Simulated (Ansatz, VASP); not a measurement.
# TiSi5: VASP beside Ansatz

```
Ti Si
1.0
     2.22591   -3.85540    0.00000
    -4.45183    0.00000    0.00000
     0.00000    0.00000   -5.29225
Ti Si
1 5
Direct
  0.00000 0.00000 0.50000
  0.00000 0.00000 0.00000
  0.33333 0.66667 0.25000
  0.33333 0.66667 0.75000
  0.66667 0.33333 0.25000
  0.66667 0.33333 0.75000
```

Alike in both runs: task relaxation of cell and atoms; functional PBE; k mesh 12 × 12 × 8; occupations gaussian, width 0.1 eV; no spin polarisation.

```csv
,VASP,Ansatz
version,VASP 6.6.1,Ansatz 0.2.0
potentials or method,"VASP PAW PBE potentials, release 64 (Ti_sv, Si), cutoff 500 eV","scalar-relativistic, plane waves, PAW"
valence electrons in the cell,32,32
```

|  | VASP | Ansatz | Ansatz less VASP |
| --- | --- | --- | --- |
| gap on the k mesh at the Fermi level, each at its own relaxed structure (eV) | none | none | - |
| relaxed volume (Å³/atom) | 14.51 | 14.52 | +0.006 |
| relaxed length of the cell vector where the two differ most in proportion (Å) | 4.471 | 4.472 | +0.0009 |

A gap of «none» marks a metal or a gap that the smearing closes.
